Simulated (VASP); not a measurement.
# Bi: single point with r2SCAN

Bi:

```
Bi
1.0
     4.47092    0.00000    0.00000
    -2.23546    3.87193    0.00000
     0.00000    0.00000   11.47413
Bi
2
Direct
  0.33333 0.66667 0.25000
  0.66667 0.33333 0.75000
```

This cell differs from its parent crystal: strain -0.015 along x and y, -0.030 along z.

```yaml
Program: VASP 6.6.1
Task: single point
Functional: r2SCAN
Potentials_or_basis: VASP PAW PBE potentials, release 64 (Bi_d)
Cutoff: 520 eV
k_mesh: 12 × 12 × 4
Occupations: gaussian, width 0.15 eV
Spin: no spin polarisation
Dipole_correction: no
Further_INCAR_settings: ALGO = Normal; EDIFF = 1e-06; NBANDS = 22
```

- Pressure: -3.8 GPa
- Band gap on the k mesh: zero (bands 15 and 16 overlap by 2.45 eV)

Stress tensor (GPa, compression positive):
```
-5.44  0.00  0.00
 0.00 -5.44  0.00
 0.00  0.00 -0.61
```

Levels at points of the mesh, in eV from the Fermi level:
| k point | band 13 | band 14 | band 15 | band 16 | band 17 | band 18 |
| --- | --- | --- | --- | --- | --- | --- |
| (0.00, 0.00, 0.00) | -0.99 | -0.37 | 1.60 | 1.60 | 1.61 | 1.61 |
| (0.50, 0.00, 0.00) | -1.59 | -1.54 | 0.04 | 0.22 | 0.79 | 0.83 |
| (0.00, 0.00, 0.50) | -0.72 | -0.72 | 1.61 | 1.61 | 1.61 | 1.61 |
| (0.50, 0.00, 0.50) | -1.57 | -1.57 | 0.14 | 0.14 | 0.81 | 0.81 |

It took 8.9 min on 1 thread of Intel(R) Xeon(R) 6975P-C (Granite Rapids) (shared host), peak memory 0.49 GiB.

Caveat: the cell differs from its parent crystal (strain -0.015 along x and y, -0.030 along z); the cell stands under tension; the PAW data sets were made with another functional, which shifts forces and pressure a little; spin-orbit coupling is left out, which moves the levels of the heavy elements.
